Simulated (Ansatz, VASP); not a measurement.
## One calculation of MgO, two programs

```
Mg O
1.0
     3.43909    0.00000    0.00000
    -1.71955    2.97834    0.00000
     0.00000    0.00000    4.43736
Mg O
2 2
Direct
  0.67227 0.33333 0.75000
  0.33894 0.66667 0.25000
  0.65815 0.33333 0.25000
  0.32481 0.66667 0.75000
```

Change from the starting cell: mode 8 frozen in at -0.030 Å, strain +e along z and -e/2 along x and y +0.0467.

Alike in both runs: task single point; functional PBE; k mesh 9 × 9 × 6; occupations gaussian, width 0.05 eV; no spin polarisation.

|  | VASP | Ansatz |
| --- | --- | --- |
| version | VASP 6.6.1 | Ansatz 0.2.0 |
| potentials or method | VASP PAW PBE potentials, release 64 (Mg, O), cutoff 520 eV | scalar-relativistic, plane waves, PAW |
| valence electrons in the cell | 16 | 32 |

Ansatz gave:

```
gap on the k mesh at the Fermi level (eV)                     : 3.20
least direct gap on the mesh (eV)                             : 3.20
pressure (GPa)                                                : 1.3
traceless stress, the component that is largest in VASP (GPa) : -6.58
rms of the force components (eV/Å)                            : 0.296
```

Problem. Estimate VASP's values.

Solution. gap on the k mesh at the Fermi level (eV): 3.18; least direct gap on the mesh (eV): 3.18; pressure (GPa): 0.8; traceless stress, the component that is largest in VASP (GPa): -6.72; rms of the force components (eV/Å): 0.299.

Atom by atom the forces differ by 0.003 eV/Å (rms over components). VASP's potentials hold 16 valence electrons a cell and Ansatz's 32, so a difference there can come from the potentials and not from the codes.
